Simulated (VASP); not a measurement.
Wanted: the native input for a VASP 6.6.1 run.

- Task: single point
- Functional: PBE
- Dispersion: D3(BJ)
- Potentials or basis: VASP PAW PBE potentials, release 64 (C, F, H)
- Cutoff: 520 eV
- k mesh: 2 × 2 × 1
- Occupations: gaussian, width 0.05 eV
- Spin: no spin polarisation
- Dipole correction: no
- Further INCAR settings: LREAL = Auto; ALGO = Normal; EDIFF = 1e-07; NBANDS = 56

The structure of HC18F lies in POSCAR:

```
HC18F
1.0
    7.3980000000      0.0000000000      0.0000000000
   -3.6990000000      6.4068560000      0.0000000000
    0.0000000000      0.0000000000     12.0000000000
C F H
18 1 1
Direct
    0.0079624996     -0.0036976014      0.0765411667
    0.2322860927      0.1085210905      0.0765419167
    0.0089742983      0.3317920677      0.0766730000
    0.2316406674      0.4432840382      0.0764503333
    0.0103308441      0.6647441428      0.0764913333
    0.2300262865      0.7743556278      0.0763686667
    0.3421410293     -0.0013391904      0.0764615000
    0.5645985489      0.1098045594      0.0764640833
    0.3435376609      0.3309723209      0.0765123333
    0.5632166036      0.4409398307      0.0765406667
    0.3413169689      0.6630175549      0.0763683333
    0.5656186155      0.7751891099      0.0764985833
    0.6768217571     -0.0023702733      0.0764748333
    0.8965123849      0.1072964649      0.0765445000
    0.6742014719      0.3294929682      0.0765615833
    0.8988335701      0.4419272105      0.0768358333
    0.6754798644      0.6653171228      0.0765601667
    0.8979795434      0.7766049370      0.0765350833
   -0.0383149950      0.4261291342      0.3366985833
   -0.0480282196      0.4189295030      0.2586548333
```

The input as run:

INCAR

```
ALGO = Normal
EDIFF = 1E-7
ENCUT = 520
GGA = PE
ISIF = 2
ISMEAR = 0
IVDW = 12
LASPH = True
LCHARG = False
LREAL = Auto
LWAVE = False
NBANDS = 56
NELM = 60
PREC = Accurate
SIGMA = 0.05
```

KPOINTS

```
k-points
0
Gamma
  2 2 1
```

Potentials or basis: VASP PAW PBE potentials, release 64 (C, F, H).

Command:

```sh
$ cat potpaw_PBE.64/C/POTCAR potpaw_PBE.64/F/POTCAR potpaw_PBE.64/H/POTCAR > POTCAR
$ mpirun -np 1 vasp_std > vasp.out
```

It gave:

```yaml
Largest_force: 0.328 eV/Å
Band_gap_on_the_k_mesh: 0.19 eV
Dispersion_energy_per_atom: -0.085 eV
```

Caveat: the k points lie up to 0.49 Å⁻¹ apart; there is no dipole correction, which matters where the two faces differ.

Wall time 6.4 min on 1 thread of Intel(R) Xeon(R) Platinum 8259CL CPU @ 2.50GHz (Skylake/Cascade Lake) (shared host), peak memory 0.59 GiB.
